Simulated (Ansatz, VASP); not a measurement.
**Sb in VASP and in Ansatz**

INCAR

```
PREC     = Accurate       # precision mode
ENCUT    = 500            # plane-wave cutoff, eV
EDIFF    = 1E-7           # SCF threshold, eV
ISMEAR   = 0              # smearing method
SIGMA    = 0.1            # smearing width, eV
LREAL    = F              # projectors in reciprocal space
LASPH    = T              # aspherical terms in the spheres
NELM     = 120            # most SCF steps
ALGO     = Normal         # electronic algorithm
ISIF     = 3              # what is computed and relaxed
LWAVE    = F              # write WAVECAR
LCHARG   = F              # write CHGCAR
GGA      = PS             # functional
IBRION   = 2              # ionic algorithm
NSW      = 70             # ionic steps
EDIFFG   = -0.005         # ionic threshold
GGA_COMPAT= F            
NELMIN   = 4
```

File KPOINTS:

```
regular mesh
0
Gamma
  12 12 12
```

Contents of POSCAR:

```
Sb
1.0
    2.1616083304      1.2480051515      3.6796745313
   -2.1616083304      1.2480051515      3.6796745313
    0.0000000000     -2.4960103029      3.6796745313
Sb
2
Direct
    0.2361487230      0.2361487230      0.2361487230
    0.7638512770      0.7638512770      0.7638512770
```

Input for Ansatz:

```yaml
crystal:
  lattice:
    - [2.1616083255, 1.2480051486, 3.6796745288]
    - [-2.1616083255, 1.2480051486, 3.6796745288]
    - [0.0, -2.4960102972, 3.6796745288]
  atoms:
    - { symbol: Sb, position: [0.2361487235, 0.2361487235, 0.2361487235] }
    - { symbol: Sb, position: [0.7638512765, 0.7638512765, 0.7638512765] }
basis:
  ecutwfc: 420
kpoints:
  mp_grid: { grid: [12, 12, 12] }
hamiltonian:
  xc: pbesol
scf:
  occupations: { method: gaussian, width: 0.1 }
output:
  forces: true
  stress: true
  eigenvalues: true
relax:
  adjacent_minimum: "off"
  f_tol: 0.005
  max_steps: 50
  cell: { stress_tol: 0.05 }
```

Alike in both runs: task relaxation of cell and atoms; functional PBEsol; k mesh 12 × 12 × 12; occupations gaussian, width 0.1 eV; no spin polarisation.

|  | VASP | Ansatz |
| --- | --- | --- |
| version | VASP 6.6.1 | Ansatz 0.2.0 |
| potentials or method | VASP PAW PBE potentials, release 64 (Sb), cutoff 500 eV | scalar-relativistic, plane waves, PAW |
| valence electrons in the cell | 10 | 30 |

|  | VASP | Ansatz | Ansatz less VASP |
| --- | --- | --- | --- |
| gap on the k mesh at the Fermi level, each at its own relaxed structure (eV) | none | none | - |
| relaxed volume (Å³/atom) | 29.83 | 29.82 | -0.018 |
| relaxed cell length with the largest relative difference (Å) | 4.449 | 4.451 | +0.0026 |

VASP's potentials were made for PBE, not for PBEsol. A gap of «none» marks a metal or a gap that the smearing closes. VASP's potentials hold 10 valence electrons a cell and Ansatz's 30, so a difference there can come from the potentials and not from the codes.

Neither program's run includes spin-orbit coupling.
